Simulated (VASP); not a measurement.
# MgS (P6_3/mmc) in VASP: single point with r2SCAN

Aim: the single point of MgS with r2SCAN.

Everything below comes from runs of VASP 6.6.1. Logs are shortened: lines on timing, memory, paths and dates and some standing lists are left out, and cuts for length are marked.

**1. The cell of the first run**

The structure is hexagonal, space group P6_3/mmc (No. 194). Conventional cell: a = 3.645 Å, b = 3.645 Å, c = 5.845 Å, α = 90.00°, β = 90.00°, γ = 120.00°. Mg (site symmetry -3m) has 6 S at 2.56 Å and 2 Mg at 2.92 Å within 3.4 Å. S (site symmetry -6m2) has 6 Mg at 2.56 Å within 3.4 Å.

**2. Single point, r2SCAN (uniaxial z strain -4.9%)**

Contents of POSCAR:

```
MgS
1.0
    3.6454348054      0.0000000000      0.0000000000
   -1.8227174027      3.1570391493      0.0000000000
    0.0000000000      0.0000000000      5.8449061744
Mg S
2 2
Direct
    0.0000000000      0.0000000000      0.0000000000
    0.0000000000      0.0000000000      0.5000000000
    0.3333333333      0.6666666667      0.2500000000
    0.6666666667      0.3333333333      0.7500000000
```

Contents of INCAR.step1:

```
SYSTEM = MgS
PREC = Accurate ; ENCUT = 520
ISMEAR = 0 ; SIGMA = 0.01
LREAL = .False. ; LASPH = .True.
NELM = 80 ; NBANDS = 16
GGA = PE ; ALGO = Normal
EDIFF = 1E-4 ; LWAVE = .True.
LCHARG = .False.
```

Contents of INCAR.step2:

```
SYSTEM = MgS
PREC = Accurate ; ENCUT = 520
EDIFF = 1E-6 ; ISMEAR = 0
SIGMA = 0.01 ; LREAL = .False.
LASPH = .True. ; NELM = 80
ALGO = Normal ; ISIF = 2
LWAVE = .False. ; LCHARG = .True.
METAGGA = R2SCAN ; LMIXTAU = .True.
LELF = .True. ; LVHAR = .True.
NBANDS = 16 ; ISTART = 1
```

Contents of KPOINTS:

```
regular mesh
0
Gamma
  12 12 4
  0 0 0
```

Potentials or basis: VASP PAW PBE potentials, release 64 (Mg, S).

Launch:

```bash
cat potpaw_PBE.64/Mg/POTCAR potpaw_PBE.64/S/POTCAR > POTCAR
cp INCAR.step1 INCAR
mpirun -np 1 vasp_std > vasp.out
cp INCAR.step2 INCAR
mpirun -np 1 vasp_std > vasp.out
```

OUTCAR:

```text
SYSTEM = MgS
   PREC = Accurate
   ENCUT = 520
   EDIFF = 1E-6
   ISMEAR = 0
   LREAL = .False.
   LASPH = .True.
   NELM = 80
   ISIF = 2
   METAGGA = R2SCAN
   ISTART = 1

 ion  position               nearest neighbor table
   1  0.000  0.000  0.000-   3 2.56   4 2.56   3 2.56   4 2.56   4 2.56   3 2.56   2 2.92   2 2.92

   2  0.000  0.000  0.500-   3 2.56   4 2.56   3 2.56   4 2.56   4 2.56   3 2.56   1 2.92   1 2.92

   3  0.333  0.667  0.250-   1 2.56   2 2.56   1 2.56   2 2.56   1 2.56   2 2.56
   4  0.667  0.333  0.750-   1 2.56   2 2.56   1 2.56   2 2.56   1 2.56   2 2.56

  LATTYP: Found a hexagonal cell.
 ALAT       =     3.6454348054
 C/A-ratio  =     1.6033495279

  Lattice vectors:

 A1 = (   3.6454348054,   0.0000000000,   0.0000000000)
 A2 = (  -1.8227174027,   3.1570391493,   0.0000000000)
 A3 = (   0.0000000000,   0.0000000000,   5.8449061744)

Analysis of symmetry for initial positions (statically):
=====================================================================
 Subroutine PRICEL returns:
 Original cell was already a primitive cell.

 Routine SETGRP: Setting up the symmetry group for a
 hexagonal supercell.

 Subroutine GETGRP returns: Found 24 space group operations
 (whereof 12 operations were pure point group operations)
 out of a pool of 24 trial point group operations.

The static configuration has the point symmetry D_3d.
 The point group associated with its full space group is D_6h.

Analysis of symmetry for dynamics (positions and initial velocities):
=====================================================================
 Subroutine PRICEL returns:
 Original cell was already a primitive cell.

 Routine SETGRP: Setting up the symmetry group for a
 hexagonal supercell.

 Subroutine GETGRP returns: Found 24 space group operations
 (whereof 12 operations were pure point group operations)
 out of a pool of 24 trial point group operations.

The dynamic configuration has the point symmetry D_3d.
 The point group associated with its full space group is D_6h.

 Subroutine INISYM returns: Found 24 space group operations
 (whereof 12 operations are pure point group operations),
 and found     1 'primitive' translations

----------------------------------------------------------------------------------------

                                     Primitive cell

  volume of cell :      67.2677

  direct lattice vectors                    reciprocal lattice vectors
     3.645434805  0.000000000  0.000000000     0.274315700  0.158376243  0.000000000
    -1.822717403  3.157039149  0.000000000     0.000000000  0.316752486  0.000000000
     0.000000000  0.000000000  5.844906174     0.000000000  0.000000000  0.171089145

  length of vectors
     3.645434805  3.645434805  5.844906174     0.316752486  0.316752486  0.171089145

  position of ions in fractional coordinates (direct lattice)
     0.000000000  0.000000000  0.000000000
     0.000000000  0.000000000  0.500000000
     0.333333333  0.666666667  0.250000000
     0.666666667  0.333333333  0.750000000

  ion indices of the primitive-cell ions
   primitive index   ion index
                 1           1
                 2           2
                 3           3
                 4           4

----------------------------------------------------------------------------------------

 KPOINTS: regular mesh

Automatic generation of k-mesh.
 Grid dimensions read from file:
 generate k-points for:   12   12    4

 Generating k-lattice:

  Cartesian coordinates                     Fractional coordinates (reciprocal lattice)
     0.022859642  0.013198020  0.000000000     0.083333333  0.000000000  0.000000000
     0.000000000  0.026396041  0.000000000     0.000000000  0.083333333  0.000000000
     0.000000000  0.000000000  0.042772286     0.000000000  0.000000000  0.250000000

  Length of vectors
     0.026396041  0.026396041  0.042772286

  Shift w.r.t. Gamma in fractional coordinates (k-lattice)
     0.000000000  0.000000000  0.000000000

 Subroutine IBZKPT returns following result:
 ===========================================

 Found     57 irreducible k-points:

 Following reciprocal coordinates:
            Coordinates               Weight
  0.000000  0.000000  0.000000      1.000000
  0.083333  0.000000  0.000000      6.000000
  0.166667  0.000000  0.000000      6.000000
  0.250000  0.000000  0.000000      6.000000
  0.333333  0.000000  0.000000      6.000000
  0.416667  0.000000  0.000000      6.000000
[... 16 lines left out ...]
  0.250000  0.000000  0.250000     12.000000
  0.333333  0.000000  0.250000     12.000000
 [... further k-points ...]
   k-points           NKPTS =     57   k-points in BZ     NKDIM =     57   number of bands    NBANDS=     16
   number of dos      NEDOS =    301   number of ions     NIONS =      4
   total plane-waves  NPLWV =  37632
   dimension x,y,z NGX =    28 NGY =   28 NGZ =   48
   dimension x,y,z NGXF=    56 NGYF=   56 NGZF=   96
   ions per type =               2   2
   NGX,Y,Z   is equivalent  to a cutoff of  12.77, 12.77, 13.65 a.u.
   NGXF,Y,Z  is equivalent  to a cutoff of  25.54, 25.54, 27.31 a.u.
 SYSTEM =  MgS
   PREC   = accura    normal or accurate (medium, high low for compatibility)
   ISTART =      1    job   : 0-new  1-cont  2-samecut
   ICHARG =      0    charge: 1-file 2-atom 10-const
   ISPIN  =      1    spin polarized calculation?
   LNONCOLLINEAR =      F non collinear calculations
   LSORBIT =      F    spin-orbit coupling
   LASPH  =      T    aspherical Exc in radial PAW
   ENCUT  =  520.0 eV  38.22 Ry    6.18 a.u.   6.78  6.78 10.87*2*pi/ulx,y,z
   NELM   =     80;   NELMIN=  2; NELMDL=  0     # of ELM steps
   EDIFF  = 0.1E-05   stopping-criterion for ELM
   LREAL  =      F    real-space projection
   EDIFFG = 0.1E-04   stopping-criterion for IOM
   NSW    =      0    number of steps for IOM
   IBRION =     -1    ionic relax: 0-MD 1-quasi-New 2-CG
   NFREE  =      0    steps in history (QN), initial steepest desc. (CG)
   ISIF   =      2    stress and relaxation
   ISYM   =      2    0-nonsym 1-usesym 2-fastsym
   POTIM  = 0.5000    time-step for ionic-motion
   TEBEG  =    0.0;   TEEND  =   0.0 temperature during run
   PSTRESS=    0.0 pullay stress
   NELECT =      16.0000    total number of electrons
   NUPDOWN=      -1.0000    fix difference up-down
   EMIN   =  10.00;   EMAX   =-10.00  energy-range for DOS
   EFERMI =   0.00;   METHOD = LEGACY
   ISMEAR =     0;   SIGMA  =   0.01  broadening in eV -4-tet -1-fermi 0-gaus
   EFERMI_NEDOS =   21; number of points for ismear=-14 and -15
   IALGO  =     38    algorithm
   IMIX   =      4    mixing-type and parameters
     AMIX     =   0.40;   BMIX     =  1.00
     AMIX_MAG =   1.60;   BMIX_MAG =  1.00
  volume/ion in A,a.u.               =      16.82       113.49
  Fermi-wavevector in a.u.,A,eV,Ry     =   1.014330  1.916805 13.998559  1.028865
  Thomas-Fermi vector in A             =   2.147551
   LORBIT       =      0    0 simple, 1 ext, 2 COOP (PROOUT), +10 PAW based schemes
   METAGGA = R2SCAN    functional components
   LHFCALC =     F    Hartree Fock is set to
   AEXX    =    0.0000 exact exchange contribution
   IVDW    =     0    specifies the selected vdW correction
   LEPSILON=     F    determine dielectric tensor
   LRPA    =     F    only Hartree local field effects (RPA)
 non-spin polarized calculation
 Gauss-broadening in eV      SIGMA  =   0.01
  energy-cutoff  :      520.00
  volume of cell :       67.27
 maximum number of plane-waves:      1838
 NGX is ok and might be reduce to    28
   NGX = 13   NGY = 13   NGZ = 21

 number of electron      16.0000002 magnetization

 Free energy of the ion-electron system (eV)
  ---------------------------------------------------
  ext. energy  EPLUGINS =         0.00000000
  ---------------------------------------------------
  free energy    TOTEN  =       -30.79980424 eV

  energy without entropy =      -30.79980424  energy(sigma->0) =      -30.79980424

 E-fermi :   4.1076     XC(G=0): -10.2876

 val. band max:        4.0046801925   @ k =   0.0000   0.0000   0.0000
 cond. band min:       8.1400013460   @ k =   0.3333   0.3333   0.0000
 fundamental gap:      4.1353211535
 Fermi energy:         4.1075785419

 k-point     1 :       0.0000    0.0000    0.0000
  band No.  band energies     occupation
      1      -9.5910      2.00000
      2      -8.0969      2.00000
      3      -1.1777      2.00000
      4       3.1142      2.00000
      5       3.1142      2.00000
      6       3.7408      2.00000
[... 8 lines left out ...]
     15      12.8387      0.00000
     16      13.7379      0.00000

 k-point     2 :       0.0833    0.0000    0.0000
  band No.  band energies     occupation
      1      -9.5251      2.00000
      2      -8.0618      2.00000
      3      -1.0949      2.00000
      4       2.7187      2.00000
      5       2.9997      2.00000
      6       3.3548      2.00000
[... 8 lines left out ...]
     15      13.1073      0.00000
     16      13.1351      0.00000

 k-point     3 :       0.1667    0.0000    0.0000
  band No.  band energies     occupation
      1      -9.3339      2.00000
      2      -7.9661      2.00000
      3      -0.8508      2.00000
      4       1.8012      2.00000
      5       2.5208      2.00000
      6       2.7347      2.00000
[... 8 lines left out ...]
     15      12.9656      0.00000
     16      13.4994      0.00000

 k-point     4 :       0.2500    0.0000    0.0000
  band No.  band energies     occupation
      1      -9.0385      2.00000
      2      -7.8406      2.00000
      3      -0.4599      2.00000
      4       0.7679      2.00000
      5       1.6199      2.00000
      6       2.4367      2.00000
[... 8 lines left out ...]
     15      13.9731      0.00000
     16      14.0114      0.00000

 k-point     5 :       0.3333    0.0000    0.0000
  band No.  band energies     occupation
      1      -8.6805      2.00000
      2      -7.7375      2.00000
      3      -0.1286      2.00000
      4       0.0467      2.00000
      5       0.8410      2.00000
      6       2.1824      2.00000
[... 8 lines left out ...]
     15      13.7378      0.00000
     16      15.3950      0.00000

 k-point     6 :       0.4167    0.0000    0.0000
  band No.  band energies     occupation
      1      -8.3353      2.00000
      2      -7.7145      2.00000
      3      -0.7329      2.00000
      4       0.3079      2.00000
      5       0.5924      2.00000
      6       2.0155      2.00000
[... 8 lines left out ...]
     15      14.6721      0.00000
     16      16.9991      0.00000
[... 267 lines left out ...]
 k-point    21 :       0.0833    0.0000    0.2500
  band No.  band energies     occupation
      1      -9.3566      2.00000
      2      -8.3408      2.00000
      3      -0.4734      2.00000
      4       2.7199      2.00000
      5       2.8602      2.00000
      6       3.0979      2.00000
[... 8 lines left out ...]
     15      12.5801      0.00000
     16      14.4944      0.00000

 k-point    22 :       0.1667    0.0000    0.2500
  band No.  band energies     occupation
      1      -9.1735      2.00000
      2      -8.2213      2.00000
      3      -0.3187      2.00000
      4       1.8989      2.00000
      5       2.1801      2.00000
      6       2.8500      2.00000
[... 8 lines left out ...]
     15      13.2964      0.00000
     16      13.8332      0.00000

 k-point    23 :       0.2500    0.0000    0.2500
  band No.  band energies     occupation
      1      -8.8930      2.00000
      2      -8.0550      2.00000
      3      -0.1874      2.00000
      4       0.9865      2.00000
      5       1.4191      2.00000
      6       2.5656      2.00000
[... 8 lines left out ...]
     15      13.8227      0.00000
     16      14.2259      0.00000

 k-point    24 :       0.3333    0.0000    0.2500
  band No.  band energies     occupation
      1      -8.5589      2.00000
      2      -7.8950      2.00000
      3      -0.4374      2.00000
      4       0.2983      2.00000
      5       1.1013      2.00000
      6       2.3199      2.00000
[... 8 lines left out ...]
     15      14.8391      0.00000
     16      15.2518      0.00000

 [... further k-points ...]
[... 5 lines left out ...]
  --------------------------------------------------------------------------------------
  -------------------------------------------------------------------------------------
  Total        0.5498820      0.5498820      4.1428556      0.0000000     -0.0000000      0.0000000
  in kB       13.0970430     13.0970430     98.6741809      0.0000000     -0.0000000      0.0000000
  external PRESSURE =      41.6227556 kB  Pullay stress =       0.0000000 kB

 VOLUME and BASIS-vectors are now :
 -----------------------------------------------------------------------------
  energy-cutoff  :      520.00
  volume of cell :       67.27
      direct lattice vectors                 reciprocal lattice vectors
     3.645434805  0.000000000  0.000000000     0.274315700  0.158376243  0.000000000
    -1.822717403  3.157039149  0.000000000     0.000000000  0.316752486  0.000000000
     0.000000000  0.000000000  5.844906174     0.000000000  0.000000000  0.171089145

 POSITION                                       TOTAL-FORCE (eV/Angst)
 -----------------------------------------------------------------------------------
      0.00000      0.00000      0.00000        -0.000000      0.000000     -0.000000
      0.00000      0.00000      2.92245         0.000000      0.000000     -0.000000
     -0.00000      2.10469      1.46123         0.000000      0.000000     -0.000000
      1.82272      1.05235      4.38368        -0.000000     -0.000000      0.000000
 -----------------------------------------------------------------------------------
    total drift:                                0.000000     -0.000000     -0.000000

  FREE ENERGIE OF THE ION-ELECTRON SYSTEM (eV)
  ---------------------------------------------------
  free  energy   TOTEN  =       -30.7998042397 eV

  energy  without entropy=      -30.7998042397  energy(sigma->0) =      -30.79980424
```

It took 3.9 min on 1 thread of AMD EPYC 7R13 (Zen 3), shared host; peak memory 0.2 GiB.

Results:

| Property | Result |
| --- | --- |
| Free energy | -30.7998 eV |
| Pressure | 4.2 GPa |
| Band gap on the k mesh | 4.14 eV (least direct gap 4.67 eV) |

Levels at points of the mesh, in eV from the valence-band top:
| k point | band 4 | band 5 | band 6 | band 7 | band 8 | band 9 | band 10 | band 11 | band 12 | band 13 |
| --- | --- | --- | --- | --- | --- | --- | --- | --- | --- | --- |
| (0.00, 0.00, 0.00) | -0.89 | -0.89 | -0.26 | -0.26 | 0.00 | 4.67 | 4.93 | 7.66 | 8.12 | 8.12 |
| (0.50, 0.00, 0.00) | -3.89 | -3.10 | -2.05 | -1.79 | -0.85 | 4.20 | 5.36 | 5.57 | 7.43 | 9.61 |
| (0.00, 0.00, 0.50) | -2.95 | -0.58 | -0.58 | -0.58 | -0.58 | 5.32 | 5.32 | 7.76 | 7.76 | 7.76 |
| (0.50, 0.00, 0.50) | -4.97 | -1.56 | -1.56 | -1.52 | -1.52 | 4.84 | 4.84 | 5.80 | 5.80 | 9.76 |

Caveat: the cell differs from its parent crystal (uniaxial z strain -4.9%); the cell stands under pressure; the PAW data sets were made with another functional, which shifts forces and pressure a little.
